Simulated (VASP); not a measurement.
# Ta (I4_1/amd) in VASP: further runs, part 2 of 2

VASP 6.6.1. Earlier steps stand in the parts before.

## 4. Single point, PBE

This run uses another cell than the first one, of 13.39 Å³/atom.

Input file INCAR:

```
SYSTEM = Ta
PREC = Accurate
ENCUT = 520
EDIFF = 1E-6
ISMEAR = -1
SIGMA = 0.1
LREAL = .FALSE.
LASPH = .TRUE.
NELM = 100
ALGO = Normal
ISIF = 2
LWAVE = .FALSE.
LCHARG = .FALSE.
GGA = PE
NBANDS = 18
```

Input file KPOINTS:

```
Automatic mesh
0
G
  17 17 17
  0 0 0
```

Input file POSCAR:

```
Ta
1.0
   -2.3068004308      2.3068004308      1.2576977251
    2.3068004308     -2.3068004308      1.2576977251
    2.3068004308      2.3068004308     -1.2576977251
Ta
2
Direct
   -0.3750000000     -0.1250000000     -0.2500000000
    0.3750000000      0.1250000000      0.2500000000
```

Potentials or basis: VASP PAW PBE potentials, release 64 (Ta_pv).

The run is started by

```bash
$ cat potpaw_PBE.64/Ta_pv/POTCAR > POTCAR
$ mpirun -np 1 vasp_std > vasp.out
```

OUTCAR:

```text
SYSTEM = Ta
   PREC = Accurate
   ENCUT = 520
   EDIFF = 1E-6
   ISMEAR = -1
   LREAL = .FALSE.
   LASPH = .TRUE.
   NELM = 100
   ISIF = 2
   GGA = PE

 ion  position               nearest neighbor table
   1  0.625  0.875  0.750-   2 2.39   2 2.39   2 2.39   2 2.39   2 2.98   2 2.98   2 2.98   2 2.98

   2  0.375  0.125  0.250-   1 2.39   1 2.39   1 2.39   1 2.39   1 2.98   1 2.98   1 2.98   1 2.98

  LATTYP: Found a body centered tetragonal cell.
 ALAT       =     4.6136008616
 C/A-ratio  =     0.5452130615

  Lattice vectors:

 A1 = (  -2.3068004308,   2.3068004308,   1.2576977251)
 A2 = (   2.3068004308,  -2.3068004308,   1.2576977251)
 A3 = (   2.3068004308,   2.3068004308,  -1.2576977251)

Analysis of symmetry for initial positions (statically):
=====================================================================
 Subroutine PRICEL returns:
 Original cell was already a primitive cell.

 Routine SETGRP: Setting up the symmetry group for a
 body centered tetragonal supercell.

 Subroutine GETGRP returns: Found 16 space group operations
 (whereof  4 operations were pure point group operations)
 out of a pool of 16 trial point group operations.

The static configuration has the point symmetry C_2h.
 The point group associated with its full space group is D_4h.

Analysis of symmetry for dynamics (positions and initial velocities):
=====================================================================
 Subroutine PRICEL returns:
 Original cell was already a primitive cell.

 Routine SETGRP: Setting up the symmetry group for a
 body centered tetragonal supercell.

 Subroutine GETGRP returns: Found 16 space group operations
 (whereof  4 operations were pure point group operations)
 out of a pool of 16 trial point group operations.

The dynamic configuration has the point symmetry C_2h.
 The point group associated with its full space group is D_4h.

 Subroutine INISYM returns: Found 16 space group operations
 (whereof  4 operations are pure point group operations),
 and found     1 'primitive' translations

----------------------------------------------------------------------------------------

                                     Primitive cell

  volume of cell :      26.7705

  direct lattice vectors                    reciprocal lattice vectors
    -2.306800431  2.306800431  1.257697725     0.000000000  0.216750436  0.397551804
     2.306800431 -2.306800431  1.257697725     0.216750436  0.000000000  0.397551804
     2.306800431  2.306800431 -1.257697725     0.216750436  0.216750436  0.000000000

  length of vectors
     3.496349528  3.496349528  3.496349528     0.452800385  0.452800385  0.306531407

  position of ions in fractional coordinates (direct lattice)
     0.625000000  0.875000000  0.750000000
     0.375000000  0.125000000  0.250000000

  ion indices of the primitive-cell ions
   primitive index   ion index
                 1           1
                 2           2

----------------------------------------------------------------------------------------

 KPOINTS: Automatic mesh

Automatic generation of k-mesh.
 Grid dimensions read from file:
 generate k-points for:   17   17   17

 Generating k-lattice:

  Cartesian coordinates                     Fractional coordinates (reciprocal lattice)
     0.000000000  0.012750026  0.023385400     0.058823529  0.000000000  0.000000000
     0.012750026  0.000000000  0.023385400     0.000000000  0.058823529  0.000000000
     0.012750026  0.012750026  0.000000000     0.000000000  0.000000000  0.058823529

  Length of vectors
     0.026635317  0.026635317  0.018031259

  Shift w.r.t. Gamma in fractional coordinates (k-lattice)
     0.000000000  0.000000000  0.000000000

 Subroutine IBZKPT returns following result:
 ===========================================

 Found    405 irreducible k-points:

 Following reciprocal coordinates:
            Coordinates               Weight
  0.000000  0.000000  0.000000      1.000000
  0.058824  0.000000  0.000000      8.000000
  0.117647 -0.000000  0.000000      8.000000
  0.176471  0.000000  0.000000      8.000000
  0.235294 -0.000000  0.000000      8.000000
  0.294118  0.000000  0.000000      8.000000
[... 16 lines left out ...]
 -0.176471  0.058824  0.000000     16.000000
 -0.117647  0.058824  0.000000     16.000000
 [... further k-points ...]
   k-points           NKPTS =    405   k-points in BZ     NKDIM =    405   number of bands    NBANDS=     18
   number of dos      NEDOS =    301   number of ions     NIONS =      2
   total plane-waves  NPLWV =  21952
   dimension x,y,z NGX =    28 NGY =   28 NGZ =   28
   dimension x,y,z NGXF=    56 NGYF=   56 NGZF=   56
   ions per type =               2
   NGX,Y,Z   is equivalent  to a cutoff of  13.31, 13.31, 13.31 a.u.
   NGXF,Y,Z  is equivalent  to a cutoff of  26.63, 26.63, 26.63 a.u.
 SYSTEM =  Ta
   PREC   = accura    normal or accurate (medium, high low for compatibility)
   ISTART =      0    job   : 0-new  1-cont  2-samecut
   ICHARG =      2    charge: 1-file 2-atom 10-const
   ISPIN  =      1    spin polarized calculation?
   LNONCOLLINEAR =      F non collinear calculations
   LSORBIT =      F    spin-orbit coupling
   LASPH  =      T    aspherical Exc in radial PAW
   ENCUT  =  520.0 eV  38.22 Ry    6.18 a.u.   6.50  6.50  6.50*2*pi/ulx,y,z
   NELM   =    100;   NELMIN=  2; NELMDL= -5     # of ELM steps
   EDIFF  = 0.1E-05   stopping-criterion for ELM
   LREAL  =      F    real-space projection
   EDIFFG = 0.1E-04   stopping-criterion for IOM
   NSW    =      0    number of steps for IOM
   IBRION =     -1    ionic relax: 0-MD 1-quasi-New 2-CG
   NFREE  =      0    steps in history (QN), initial steepest desc. (CG)
   ISIF   =      2    stress and relaxation
   ISYM   =      2    0-nonsym 1-usesym 2-fastsym
   POTIM  = 0.5000    time-step for ionic-motion
   TEBEG  =    0.0;   TEEND  =   0.0 temperature during run
   PSTRESS=    0.0 pullay stress
   NELECT =      22.0000    total number of electrons
   NUPDOWN=      -1.0000    fix difference up-down
   EMIN   =  10.00;   EMAX   =-10.00  energy-range for DOS
   EFERMI =   0.00;   METHOD = LEGACY
   ISMEAR =    -1;   SIGMA  =   0.10  broadening in eV -4-tet -1-fermi 0-gaus
   EFERMI_NEDOS =   21; number of points for ismear=-14 and -15
   IALGO  =     38    algorithm
   IMIX   =      4    mixing-type and parameters
     AMIX     =   0.40;   BMIX     =  1.00
     AMIX_MAG =   1.60;   BMIX_MAG =  1.00
  volume/ion in A,a.u.               =      13.39        90.33
  Fermi-wavevector in a.u.,A,eV,Ry     =   1.533429  2.897760 31.992793  2.351404
  Thomas-Fermi vector in A             =   2.640497
   LORBIT       =      0    0 simple, 1 ext, 2 COOP (PROOUT), +10 PAW based schemes
   GGA     = PE    functional components
   LHFCALC =     F    Hartree Fock is set to
   AEXX    =    0.0000 exact exchange contribution
   IVDW    =     0    specifies the selected vdW correction
   LEPSILON=     F    determine dielectric tensor
   LRPA    =     F    only Hartree local field effects (RPA)
 non-spin polarized calculation
  energy-cutoff  :      520.00
  volume of cell :       26.77
 maximum number of plane-waves:       741
 NGX is ok and might be reduce to    28
   NGX = 13   NGY = 13   NGZ = 13

 number of electron      22.0000003 magnetization

 Free energy of the ion-electron system (eV)
  ---------------------------------------------------
  ext. energy  EPLUGINS =         0.00000000
  ---------------------------------------------------
  free energy    TOTEN  =       -18.41504586 eV

  energy without entropy =      -18.36355049  energy(sigma->0) =      -18.38929817

 E-fermi :   8.8627     XC(G=0): -14.1448

 val. band max:        8.8612560162   @ k =  -0.1765  -0.2941   0.0588
 cond. band min:       8.8641002008   @ k =  -0.2941  -0.2941   0.1765
 fundamental gap:      0.0028441847
 Fermi energy:         8.8627358632

 k-point     1 :       0.0000    0.0000    0.0000
  band No.  band energies     occupation
      1     -26.6925      2.00000
      2     -26.6925      2.00000
      3     -23.8495      2.00000
      4     -23.8101      2.00000
      5     -23.6850      2.00000
      6     -23.6850      2.00000
[... 10 lines left out ...]
     17      18.5276      0.00000
     18      18.5276      0.00000
[... 463 lines left out ...]
 k-point    24 :      -0.1176    0.0588    0.0000
  band No.  band energies     occupation
      1     -26.6783      2.00000
      2     -26.5907      2.00000
      3     -24.0524      2.00000
      4     -23.9156      2.00000
      5     -23.7508      2.00000
      6     -23.6580      2.00000
[... 10 lines left out ...]
     17      17.8765      0.00000
     18      18.4060      0.00000

 [... further k-points ...]

------------------------ aborting loop because EDIFF is reached ----------------------------------------

  FORCE on cell =-STRESS in cart. coord.  units (eV):
  Direction    XX          YY          ZZ          XY          YZ          ZX
  --------------------------------------------------------------------------------------
  -------------------------------------------------------------------------------------
  Total       21.7228125     21.7228125     21.6395376      0.0000000      0.0000000      0.0000000
  in kB     1300.0807325   1300.0807325   1295.0968444      0.0000000      0.0000000      0.0000000
  external PRESSURE =    1298.4194365 kB  Pullay stress =       0.0000000 kB

 VOLUME and BASIS-vectors are now :
 -----------------------------------------------------------------------------
  energy-cutoff  :      520.00
  volume of cell :       26.77
      direct lattice vectors                 reciprocal lattice vectors
    -2.306800431  2.306800431  1.257697725     0.000000000  0.216750436  0.397551804
     2.306800431 -2.306800431  1.257697725     0.216750436  0.000000000  0.397551804
     2.306800431  2.306800431 -1.257697725     0.216750436  0.216750436  0.000000000

 POSITION                                       TOTAL-FORCE (eV/Angst)
 -----------------------------------------------------------------------------------
      2.30680      1.15340      0.94327         0.000000     -0.000000      0.000000
      0.00000      1.15340      0.31442        -0.000000      0.000000     -0.000000
 -----------------------------------------------------------------------------------
    total drift:                                0.000000      0.000000     -0.000000

  FREE ENERGIE OF THE ION-ELECTRON SYSTEM (eV)
  ---------------------------------------------------
  free  energy   TOTEN  =       -18.4150458597 eV

  energy  without entropy=      -18.3635504874  energy(sigma->0) =      -18.38929817
```

Wall time 5.3 min (1 thread of AMD EPYC 7R13, shared host); peak memory 0.26 GiB.

What came out:

```
Free energy            : -18.4150 eV
Pressure               : 129.8 GPa
Band gap on the k mesh : zero (bands 11 and 12 overlap by 2.00 eV)
```

Stress tensor (GPa, compression positive):
```
130.01   0.00   0.00
  0.00 130.01   0.00
  0.00   0.00 129.51
```

Caveat: the cell stands under pressure; spin-orbit coupling is left out, which moves the levels of the heavy elements.

## 5. Single point, PBE (13.39 Å³/atom)

This run uses another cell than the first one, of 13.39 Å³/atom.

Input file INCAR:

```
ALGO     = Normal         # electronic algorithm
EDIFF    = 1E-6           # SCF threshold, eV
ENCUT    = 520            # plane-wave cutoff, eV
GGA      = PE             # functional
ISIF     = 2              # what is computed and relaxed
ISMEAR   = -1             # smearing method
LASPH    = True           # aspherical terms in the spheres
LCHARG   = True           # write CHGCAR
LELF     = True           # ELF
LREAL    = False          # projectors in reciprocal space
LVHAR    = True         
LWAVE    = False          # write WAVECAR
NBANDS   = 18             # bands
NELM     = 100            # most SCF steps
PREC     = Accurate       # precision mode
SIGMA    = 0.1            # smearing width, eV
```

Input file KPOINTS:

```
k-points
0
Gamma
  17 17 17
```

POSCAR is that of step 4.

The run is started by

```bash
$ cat potpaw_PBE.64/Ta_pv/POTCAR > POTCAR
$ mpirun -np 1 vasp_std > vasp.out
```

It took 5.5 min on 1 thread of AMD EPYC 7R13, shared host; peak memory 0.26 GiB.

Results (log left out):

```yaml
Free_energy: -18.4150 eV
Pressure: 129.8 GPa
Band_gap_on_the_k_mesh: zero (bands 11 and 12 overlap by 2.00 eV)
```

Stress tensor (GPa, compression positive):
```
130.01   0.00   0.00
  0.00 130.01   0.00
  0.00   0.00 129.51
```

Levels at points of the mesh, in eV from the Fermi level:
```csv
k point,band 8,band 9,band 10,band 11,band 12,band 13,band 14,band 15
"(0.00, 0.00, 0.00)",-7.54,-4.13,-3.57,-2.23,3.45,3.45,3.78,3.78
```

Caveat: the cell stands under pressure; spin-orbit coupling is left out, which moves the levels of the heavy elements.

## 6. Single point, PBE

This run uses another cell than the first one, of 14.96 Å³/atom.

Input file INCAR:

```
SYSTEM = Ta
PREC     = Accurate       ! precision mode
ENCUT    = 520            ! plane-wave cutoff, eV
EDIFF    = 1E-6           ! SCF threshold, eV
ISMEAR   = -1             ! smearing method
SIGMA    = 0.1            ! smearing width, eV
LREAL    = .False.        ! projectors in reciprocal space
LASPH    = .True.         ! aspherical terms in the spheres
NELM     = 60             ! most SCF steps
ALGO     = Normal         ! electronic algorithm
ISIF     = 2              ! what is computed and relaxed
LWAVE    = .False.        ! write WAVECAR
LCHARG   = .False.        ! write CHGCAR
GGA      = PE             ! functional
NBANDS   = 18             ! bands
```

Input file KPOINTS:

```
regular mesh
0
Gamma
  17 17 17
  0 0 0
```

Input file POSCAR:

```
Ta
1.0
   -2.3979977350      2.3979977350      1.3007788457
    2.3979977350     -2.3979977350      1.3007788457
    2.3979977350      2.3979977350     -1.3007788457
Ta
2
Direct
   -0.3750000000     -0.1250000000     -0.2500000000
    0.3750000000      0.1250000000      0.2500000000
```

Potentials or basis: VASP PAW PBE potentials, release 64 (Ta_pv).

The run is started by

```bash
$ cat potpaw_PBE.64/Ta_pv/POTCAR > POTCAR
$ mpirun -np 1 vasp_std > vasp.out
```

OUTCAR:

```text
SYSTEM = Ta
   PREC = Accurate
   ENCUT = 520
   EDIFF = 1E-6
   ISMEAR = -1
   LREAL = .False.
   LASPH = .True.
   NELM = 60
   ISIF = 2
   GGA = PE

 ion  position               nearest neighbor table
   1  0.625  0.875  0.750-   2 2.48   2 2.48   2 2.48   2 2.48   2 3.09   2 3.09   2 3.09   2 3.09

   2  0.375  0.125  0.250-   1 2.48   1 2.48   1 2.48   1 2.48   1 3.09   1 3.09   1 3.09   1 3.09

  LATTYP: Found a body centered tetragonal cell.
 ALAT       =     4.7959954700
 C/A-ratio  =     0.5424437341

  Lattice vectors:

 A1 = (  -2.3979977350,   2.3979977350,   1.3007788457)
 A2 = (   2.3979977350,  -2.3979977350,   1.3007788457)
 A3 = (   2.3979977350,   2.3979977350,  -1.3007788457)

Analysis of symmetry for initial positions (statically):
=====================================================================
 Subroutine PRICEL returns:
 Original cell was already a primitive cell.

 Routine SETGRP: Setting up the symmetry group for a
 body centered tetragonal supercell.

 Subroutine GETGRP returns: Found 16 space group operations
 (whereof  4 operations were pure point group operations)
 out of a pool of 16 trial point group operations.

The static configuration has the point symmetry C_2h.
 The point group associated with its full space group is D_4h.

Analysis of symmetry for dynamics (positions and initial velocities):
=====================================================================
 Subroutine PRICEL returns:
 Original cell was already a primitive cell.

 Routine SETGRP: Setting up the symmetry group for a
 body centered tetragonal supercell.

 Subroutine GETGRP returns: Found 16 space group operations
 (whereof  4 operations were pure point group operations)
 out of a pool of 16 trial point group operations.

[... 114 lines left out ...]
   EMIN   =  10.00;   EMAX   =-10.00  energy-range for DOS
   EFERMI =   0.00;   METHOD = LEGACY
   ISMEAR =    -1;   SIGMA  =   0.10  broadening in eV -4-tet -1-fermi 0-gaus
   EFERMI_NEDOS =   21; number of points for ismear=-14 and -15
   IALGO  =     38    algorithm
   IMIX   =      4    mixing-type and parameters
     AMIX     =   0.40;   BMIX     =  1.00
     AMIX_MAG =   1.60;   BMIX_MAG =  1.00
  volume/ion in A,a.u.               =      14.96       100.95
  Fermi-wavevector in a.u.,A,eV,Ry     =   1.477618  2.792292 29.706332  2.183354
  Thomas-Fermi vector in A             =   2.592000
   LORBIT       =      0    0 simple, 1 ext, 2 COOP (PROOUT), +10 PAW based schemes
   GGA     = PE    functional components
   LHFCALC =     F    Hartree Fock is set to
   AEXX    =    0.0000 exact exchange contribution
   IVDW    =     0    specifies the selected vdW correction
   LEPSILON=     F    determine dielectric tensor
   LRPA    =     F    only Hartree local field effects (RPA)
 non-spin polarized calculation
  energy-cutoff  :      520.00
  volume of cell :       29.92
 maximum number of plane-waves:       817
   NGX = 13   NGY = 13   NGZ = 13

 number of electron      22.0000001 magnetization

 Free energy of the ion-electron system (eV)
  ---------------------------------------------------
  ext. energy  EPLUGINS =         0.00000000
  ---------------------------------------------------
  free energy    TOTEN  =       -20.38050582 eV

  energy without entropy =      -20.32302282  energy(sigma->0) =      -20.35176432

 E-fermi :   7.6553     XC(G=0): -13.5234

 val. band max:        7.6547200487   @ k =  -0.2353   0.4118   0.1176
 cond. band min:       7.6571991223   @ k =  -0.1176   0.4118   0.1176
 fundamental gap:      0.0024790736
 Fermi energy:         7.6553263743

 k-point     1 :       0.0000    0.0000    0.0000
  band No.  band energies     occupation
      1     -27.4204      2.00000
      2     -27.4204      2.00000
      3     -25.2585      2.00000
      4     -25.2295      2.00000
      5     -25.1701      2.00000
      6     -25.1701      2.00000
[... 481 lines left out ...]
      5     -25.2117      2.00000
      6     -25.1424      2.00000
[... 10 lines left out ...]
     17      15.6762      0.00000
     18      15.8955      0.00000

 [... further k-points ...]

------------------------ aborting loop because EDIFF is reached ----------------------------------------

  FORCE on cell =-STRESS in cart. coord.  units (eV):
  Direction    XX          YY          ZZ          XY          YZ          ZX
  --------------------------------------------------------------------------------------
  -------------------------------------------------------------------------------------
  Total       13.9023154     13.9023154     13.8450363     -0.0000000      0.0000000      0.0000000
  in kB      744.4520445    744.4520445    741.3848142     -0.0000000      0.0000000      0.0000000
  external PRESSURE =     743.4296344 kB  Pullay stress =       0.0000000 kB

 VOLUME and BASIS-vectors are now :
 -----------------------------------------------------------------------------
  energy-cutoff  :      520.00
  volume of cell :       29.92
      direct lattice vectors                 reciprocal lattice vectors
    -2.397997735  2.397997735  1.300778846     0.000000000  0.208507286  0.384385095
     2.397997735 -2.397997735  1.300778846     0.208507286  0.000000000  0.384385095
     2.397997735  2.397997735 -1.300778846     0.208507286  0.208507286  0.000000000

 POSITION                                       TOTAL-FORCE (eV/Angst)
 -----------------------------------------------------------------------------------
      2.39800      1.19900      0.97558        -0.000000     -0.000000      0.000000
      0.00000      1.19900      0.32519         0.000000      0.000000     -0.000000
 -----------------------------------------------------------------------------------
    total drift:                                0.000000      0.000000     -0.000000

  FREE ENERGIE OF THE ION-ELECTRON SYSTEM (eV)
  ---------------------------------------------------
  free  energy   TOTEN  =       -20.3805058170 eV

  energy  without entropy=      -20.3230228222  energy(sigma->0) =      -20.35176432
```

stdout:

```text
POSCAR found type information on POSCAR Ta
 POSCAR found :  1 types and       2 ions
 scaLAPACK will be used
 LDA part: xc-table for (Slater+PW92), standard interpolation
 POSCAR, INCAR and KPOINTS ok, starting setup
 FFT: planning ... GRIDC
 FFT: planning ... GRID_SOFT
 FFT: planning ... GRID
 WAVECAR not read
 entering main loop
```

Run time: 5.1 min. Hardware: 1 thread of AMD EPYC 7R13, shared host; peak memory 0.27 GiB.

Results:

- Free energy: -20.3805 eV
- Pressure: 74.3 GPa
- Band gap on the k mesh: zero (bands 11 and 12 overlap by 1.62 eV)

Caveat: the cell stands under pressure; spin-orbit coupling is left out, which moves the levels of the heavy elements.

## 7. Summary

```tsv
cell	gap on the mesh (eV)	pressure (GPa)
a = 3.351 Å, angles 97.5, 97.5, 137.7°, 2 atoms	none	221.0
a = 3.496 Å, angles 97.4, 97.4, 137.8°, 2 atoms	none	129.8
a = 3.632 Å, angles 97.4, 97.4, 138.0°, 2 atoms	none	74.3
```

Alike in all rows: task single point; level PBE; potentials or basis VASP PAW PBE potentials, release 64 (Ta_pv); no spin polarisation; k mesh 17 × 17 × 17; cutoff (eV) 520; smearing fermi-dirac 0.1 eV.

Caveats: the cell stands under pressure; spin-orbit coupling is left out, which moves the levels of the heavy elements.

Absolute energies hang on the potentials; compare differences alone.
